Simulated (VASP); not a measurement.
Here is a VASP 6.6.1 calculation.

File POSCAR:

```
ZrP3
1.0
    0.0000000000      3.9761100000      0.0000000000
    3.9761100000      0.0000000000      0.0000000000
    1.9880550000      1.9880550000     -4.3701160000
Zr P
1 3
Direct
    0.0000000000      0.0000000000      0.0000000000
    0.5000000000      0.5000000000      0.0000000000
    0.7500000000      0.2500000000      0.5000000000
    0.2500000000      0.7500000000      0.5000000000
```

INCAR.step1

```
PREC = Accurate
ENCUT = 520
ISMEAR = 0
SIGMA = 0.1008
LREAL = F
LASPH = T
NELM = 80
NBANDS = 22
GGA = PE
ALGO = Normal
EDIFF = 1E-4
LWAVE = T
LCHARG = F
```

File INCAR.step2:

```
PREC = Accurate
ENCUT = 520
EDIFF = 1E-6
ISMEAR = 0
SIGMA = 0.1008
LREAL = F
LASPH = T
NELM = 80
ALGO = Normal
ISIF = 2
LWAVE = F
LCHARG = F
METAGGA = R2SCAN
LMIXTAU = T
NBANDS = 22
ISTART = 1
```

The input KPOINTS:

```
Automatic mesh
0
Gamma
  8 8 8
```

Potentials or basis: VASP PAW PBE potentials, release 64 (Zr_sv, P).

Launch:

```sh
$ cat potpaw_PBE.64/Zr_sv/POTCAR potpaw_PBE.64/P/POTCAR > POTCAR
$ cp INCAR.step1 INCAR
$ mpirun -np 1 vasp_std > vasp.out
$ cp INCAR.step2 INCAR
$ mpirun -np 1 vasp_std > vasp.out
```

(1) Estimate the pressure.

Answers

(1) -8.4 GPa.

Caveat: the PAW data sets were made with another functional, which shifts forces and pressure a little.
